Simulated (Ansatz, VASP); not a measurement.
# Be3Te2Se: VASP beside Ansatz

```
CELL_PARAMETERS angstrom
5.05941 0.00000 0.00000
-2.52971 4.38158 0.00000
0.00000 0.00000 5.15665
ATOMIC_POSITIONS crystal
Be 0.33333 0.66667 0.36049
Be 0.66667 0.33333 0.38347
Be 0.66667 0.33333 0.84258
Te 0.00000 0.00000 0.36279
Te 0.33333 0.66667 0.86344
Se 0.00000 0.00000 0.86261
```

Alike in both runs: functional PBE; k mesh 3 × 3 × 3; occupations gaussian, width 0.15 eV; no spin polarisation.

Ansatz relaxed the structure, and its values are those at the end. VASP's run is a single point on that final structure, the one shown.

```csv
,VASP,Ansatz
version,VASP 6.6.1,Ansatz 0.2.0
potentials or method,"VASP PAW PBE potentials, release 64 (Be, Te, Se), cutoff 600 eV","scalar-relativistic, plane waves, PAW"
valence electrons in the cell,24,54
```

```tsv
	VASP	Ansatz	Ansatz less VASP
gap on the k mesh at the Fermi level (eV)	none	none	-
pressure (GPa)	0.2	0.2	-0.01
rms of the force components (eV/Å)	0.020	0.019	-0.0002
```

A gap of «none» marks a metal or a gap that the smearing closes. The functional is the same, so the differences come from potentials, cutoffs and numerics. VASP's potentials hold 24 valence electrons a cell and Ansatz's 54, so a difference there can come from the potentials and not from the codes.

The k mesh is coarse, so the values compare programs but aren't converged. Neither program's run includes spin-orbit coupling.
